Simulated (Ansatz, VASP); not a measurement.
BN in VASP and in Ansatz

```
B N
1.0
     0.00000    3.49532    2.16609
     1.25163    0.00000    2.16609
     1.25163    3.49532    0.00000
B N
1 1
Direct
  0.00005 0.00005 0.99995
  0.66665 0.66665 0.33335
```

Alike in both runs: task single point; functional PBE; k mesh 12 × 12 × 12; occupations fermi-dirac, width 0.78 eV; no spin polarisation.

|  | VASP | Ansatz |
| --- | --- | --- |
| version | VASP 6.6.1 | Ansatz 0.2.0 |
| potentials or method | VASP PAW PBE potentials, release 64 (B, N), cutoff 520 eV | scalar-relativistic, plane waves, PAW |
| valence electrons in the cell | 8 | 8 |

Ansatz gave:

| Property | Result |
| --- | --- |
| gap on the k mesh at the Fermi level (eV) | 3.88 |
| least direct gap on the mesh (eV) | 4.59 |
| pressure (GPa) | 3.9 |
| traceless stress, the component that is largest in VASP (GPa) | -2.21 |

Q: Which values does VASP return?

A: gap on the k mesh at the Fermi level (eV): 3.87; least direct gap on the mesh (eV): 4.58; pressure (GPa): 4.0; traceless stress, the component that is largest in VASP (GPa): -2.41.

With one functional, cell and mesh, what is left measures potentials, basis and numerics.
